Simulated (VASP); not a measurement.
# Fe (Im-3m) in VASP: notebook

The runs below take Fe through single point, with PBE.

All numbers are computed with VASP 6.6.1; they aren't measurements. Logs are shortened: lines on timing, memory, paths and dates and some standing lists are left out, and cuts for length are marked.

### Step 1. The cell of the first run

The structure is cubic, space group Im-3m (No. 229). Conventional cell: a = 2.535 Å, b = 2.535 Å, c = 2.535 Å, α = 90.00°, β = 90.00°, γ = 90.00°. Within 2.9 Å of Fe (site symmetry m-3m) lie 14 Fe at 2.20 to 2.53 Å.

### Step 2. Single point, PBE, collinear spin, ferromagnetic start (8.14 Å³/atom)

The input, INCAR:

```
PREC = Accurate
ENCUT = 520
EDIFF = 1E-6
ISMEAR = -1
SIGMA = 0.08
LREAL = F
LASPH = T
NELM = 150
ALGO = Normal
ISIF = 2
LWAVE = F
LCHARG = F
ISPIN = 2
MAGMOM = 2.5
LORBIT = 11
LMAXMIX = 4
GGA = PE
NBANDS = 14
```

The input, KPOINTS:

```
regular mesh
0
Gamma
  21 21 21
```

The input, POSCAR:

```
Fe
1.0
   -1.2673783545      1.2673783545      1.2673783545
    1.2673783545     -1.2673783545      1.2673783545
    1.2673783545      1.2673783545     -1.2673783545
Fe
1
Direct
    0.0000000000      0.0000000000      0.0000000000
```

Potentials or basis: VASP PAW PBE potentials, release 64 (Fe).

Command:

```console
> cat potpaw_PBE.64/Fe/POTCAR > POTCAR
> mpirun -np 1 vasp_std > vasp.out
```

OUTCAR:

```text
PREC = Accurate
   ENCUT = 520
   EDIFF = 1E-6
   ISMEAR = -1
   LREAL = F
   LASPH = T
   NELM = 150
   ISIF = 2
   ISPIN = 2
   LORBIT = 11
   GGA = PE

 ion  position               nearest neighbor table
   1  0.000  0.000  0.000-

  LATTYP: Found a body centered cubic cell.
 ALAT       =     2.5347567090

  Lattice vectors:

 A1 = (  -1.2673783545,   1.2673783545,   1.2673783545)
 A2 = (   1.2673783545,  -1.2673783545,   1.2673783545)
 A3 = (   1.2673783545,   1.2673783545,  -1.2673783545)

Analysis of symmetry for initial positions (statically):
=====================================================================
 Subroutine PRICEL returns:
 Original cell was already a primitive cell.

 Routine SETGRP: Setting up the symmetry group for a
 body centered cubic supercell.

 Subroutine GETGRP returns: Found 48 space group operations
 (whereof 48 operations were pure point group operations)
 out of a pool of 48 trial point group operations.

The static configuration has the point symmetry O_h .

Analysis of symmetry for dynamics (positions and initial velocities):
=====================================================================
 Subroutine PRICEL returns:
 Original cell was already a primitive cell.

 Routine SETGRP: Setting up the symmetry group for a
 body centered cubic supercell.

 Subroutine GETGRP returns: Found 48 space group operations
 (whereof 48 operations were pure point group operations)
 out of a pool of 48 trial point group operations.

The dynamic configuration has the point symmetry O_h .

Analysis of structural, dynamic, and magnetic symmetry:
=====================================================================
 Subroutine PRICEL returns:
 Original cell was already a primitive cell.

 Routine SETGRP: Setting up the symmetry group for a
 body centered cubic supercell.

 Subroutine GETGRP returns: Found 48 space group operations
 (whereof 48 operations were pure point group operations)
 out of a pool of 48 trial point group operations.

The overall configuration has the point symmetry O_h .

 Subroutine INISYM returns: Found 48 space group operations
 (whereof 48 operations are pure point group operations),
 and found     1 'primitive' translations

----------------------------------------------------------------------------------------

                                     Primitive cell

  volume of cell :       8.1429

  direct lattice vectors                    reciprocal lattice vectors
    -1.267378354  1.267378354  1.267378354     0.000000000  0.394515180  0.394515180
     1.267378354 -1.267378354  1.267378354     0.394515180  0.000000000  0.394515180
     1.267378354  1.267378354 -1.267378354     0.394515180  0.394515180  0.000000000

  length of vectors
[... 123 lines left out ...]
  free energy    TOTEN  =        -7.23866905 eV

  energy without entropy =       -7.21567796  energy(sigma->0) =       -7.22717350

 E-fermi :  10.0116     XC(G=0): -15.1188

 val. band max:        9.9960413840   @ k =  -0.4762  -0.4762   0.3333
 cond. band min:      10.0164203831   @ k =  -0.3333   0.3333   0.0952
 fundamental gap:      0.0203789992
 Fermi energy:        10.0115754815

 spin component 1

 k-point     1 :       0.0000    0.0000    0.0000
  band No.  band energies     occupation
      1      -0.5375      1.00000
      2       6.9145      1.00000
      3       6.9145      1.00000
      4       6.9145      1.00000
      5       8.9810      1.00000
      6       8.9810      1.00000
      7      38.2194      0.00000
      8      38.2194      0.00000
      9      38.2194      0.00000
     10      45.9426      0.00000
     11      45.9426      0.00000
     12      50.8532      0.00000
     13      50.8532      0.00000
     14      50.8532      0.00000
[... 379 lines left out ...]
      3       6.3576      1.00000
      4       8.5270      1.00000
      5       9.1348      0.99998
      6       9.2831      0.99989
      7      30.5400      0.00000
      8      33.4706      0.00000
      9      39.2080      0.00000
     10      40.4375      0.00000
     11      45.8045      0.00000
     12      47.7460      0.00000
     13      53.0659      0.00000
     14      54.4840      0.00000

 [... further k-points ...]

 spin component 2

 k-point     1 :       0.0000    0.0000    0.0000
  band No.  band energies     occupation
      1      -0.3199      1.00000
      2       8.1258      1.00000
      3       8.1258      1.00000
      4       8.1258      1.00000
      5      11.1153      0.00000
      6      11.1153      0.00000
      7      38.1438      0.00000
      8      38.1438      0.00000
      9      38.1438      0.00000
     10      46.2830      0.00000
     11      46.2830      0.00000
     12      51.3515      0.00000
     13      51.3515      0.00000
     14      51.3515      0.00000
[... 379 lines left out ...]
      3       7.5111      1.00000
      4      10.3974      0.00798
      5      10.4715      0.00317
      6      11.3941      0.00000
      7      31.0789      0.00000
      8      33.8037      0.00000
      9      39.4230      0.00000
     10      40.9233      0.00000
     11      46.1282      0.00000
     12      48.2822      0.00000
     13      53.3968      0.00000
     14      54.9843      0.00000

 [... further k-points ...]

------------------------ aborting loop because EDIFF is reached ----------------------------------------

  FORCE on cell =-STRESS in cart. coord.  units (eV):
  Direction    XX          YY          ZZ          XY          YZ          ZX
  --------------------------------------------------------------------------------------
  -------------------------------------------------------------------------------------
  Total        7.0302550      7.0302550      7.0302550      0.0000000     -0.0000000      0.0000000
  in kB     1383.2568014   1383.2568014   1383.2568014      0.0000000     -0.0000000      0.0000000
  external PRESSURE =    1383.2568014 kB  Pullay stress =       0.0000000 kB

 VOLUME and BASIS-vectors are now :
 -----------------------------------------------------------------------------
  energy-cutoff  :      520.00
  volume of cell :        8.14
      direct lattice vectors                 reciprocal lattice vectors
    -1.267378354  1.267378354  1.267378354     0.000000000  0.394515180  0.394515180
     1.267378354 -1.267378354  1.267378354     0.394515180  0.000000000  0.394515180
     1.267378354  1.267378354 -1.267378354     0.394515180  0.394515180  0.000000000

 POSITION                                       TOTAL-FORCE (eV/Angst)
 -----------------------------------------------------------------------------------
      0.00000      0.00000      0.00000         0.000000     -0.000000     -0.000000
 -----------------------------------------------------------------------------------
    total drift:                                0.000000      0.000000     -0.000000

  FREE ENERGIE OF THE ION-ELECTRON SYSTEM (eV)
  ---------------------------------------------------
  free  energy   TOTEN  =        -7.2386690468 eV

  energy  without entropy=       -7.2156779563  energy(sigma->0) =       -7.22717350

 total charge

# of ion       s       p       d       tot
------------------------------------------
    1        0.663   0.904   6.652   8.219

 magnetization (x)

# of ion       s       p       d       tot
------------------------------------------
    1       -0.010  -0.047   1.529   1.472
```

stdout:

```text
POSCAR found type information on POSCAR Fe
 POSCAR found :  1 types and       1 ions
 scaLAPACK will be used
 LDA part: xc-table for (Slater+PW92), standard interpolation
 POSCAR, INCAR and KPOINTS ok, starting setup
 FFT: planning ... GRIDC
 FFT: planning ... GRID_SOFT
 FFT: planning ... GRID
 WAVECAR not read
 entering main loop
```

Run time: 16 s. Hardware: 1 thread of Intel Xeon 6975P-C (Granite Rapids), shared host; peak memory 0.16 GiB.

Results:

```yaml
Free_energy: -7.2387 eV
Pressure: 138.3 GPa
Net_moment: 1.52 μB per cell
Site_moments: Fe +1.47 μB
```

Caveat: the cell stands under pressure.

### Step 3. Single point, PBE, collinear spin, ferromagnetic start

The input, INCAR:

```
  ALGO = Normal
  EDIFF = 1E-6
  ENCUT = 520
  GGA = PE
  ISIF = 2
  ISMEAR = -1
  ISPIN = 2
  LASPH = True
  LCHARG = False
  LMAXMIX = 4
  LORBIT = 11
  LREAL = False
  LWAVE = False
  MAGMOM = 2.5
  NBANDS = 14
  NELM = 150
  PREC = Accurate
  SIGMA = 0.08
```

The input, KPOINTS:

```
k-points
0
Gamma
  21 21 21
```

The input, POSCAR:

```
Fe
1.0
   -1.2668488500      1.2668488500      1.2668488500
    1.2668488500     -1.2668488500      1.2668488500
    1.2668488500      1.2668488500     -1.2668488500
Fe
1
Direct
    0.0000000000      0.0000000000      0.0000000000
```

Potentials or basis: VASP PAW PBE potentials, release 64 (Fe).

Command:

```console
> cat potpaw_PBE.64/Fe/POTCAR > POTCAR
> mpirun -np 1 vasp_std > vasp.out
```

It took 14 s on 1 thread of Intel Xeon 6975P-C (Granite Rapids), shared host; peak memory 0.16 GiB.

It converged, with:

```yaml
Free_energy: -7.2298 eV
Pressure: 139.2 GPa
Net_moment: 1.52 μB per cell
Site_moments: Fe +1.47 μB
```

Levels at points of the mesh, in eV from the Fermi level:
Spin up:
| k point | band 1 | band 2 | band 3 | band 4 | band 5 | band 6 | band 7 | band 8 | band 9 | band 10 |
| --- | --- | --- | --- | --- | --- | --- | --- | --- | --- | --- |
| (0.00, 0.00, 0.00) | -10.56 | -3.10 | -3.10 | -3.10 | -1.03 | -1.03 | 28.22 | 28.22 | 28.22 | 35.96 |
Spin down:
| k point | band 1 | band 2 | band 3 | band 4 | band 5 | band 6 | band 7 | band 8 |
| --- | --- | --- | --- | --- | --- | --- | --- | --- |
| (0.00, 0.00, 0.00) | -10.34 | -1.89 | -1.89 | -1.89 | 1.10 | 1.10 | 28.15 | 28.15 |

Caveat: the cell stands under pressure.
